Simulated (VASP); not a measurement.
A run of VASP 6.6.1:

INCAR

```
PREC = Accurate
ENCUT = 520
EDIFF = 1E-7
ISMEAR = -1
SIGMA = 0.05
LREAL = F
LASPH = T
NELM = 100
ALGO = Normal
ISIF = 2
LWAVE = F
LCHARG = F
GGA = PS
NBANDS = 11
```

Contents of KPOINTS:

```
Automatic mesh
0
Gamma
  15 15 15
```

File POSCAR:

```
MgO
1.0
    0.0000000000      2.1071280673      2.1071280673
    2.1071280673      0.0000000000      2.1071280673
    2.1071280673      2.1071280673      0.0000000000
Mg O
1 1
Direct
    0.0000000000      0.0000000000      0.0000000000
    0.5000000000      0.5000000000      0.5000000000
```

Potentials or basis: VASP PAW PBE potentials, release 64 (Mg, O).

The run is started by

```bash
$ cat potpaw_PBE.64/Mg/POTCAR potpaw_PBE.64/O/POTCAR > POTCAR
$ mpirun -np 1 vasp_std > vasp.out
```

Hardware: 1 thread of Intel Xeon 8259CL, on a shared host.

Question: Estimate the wall time of this run.

Answer: Wall time 29 s on 1 thread of Intel Xeon 8259CL, with other jobs on the host, peak memory 0.16 GiB. Counts: scf iterations 13, k points 120.
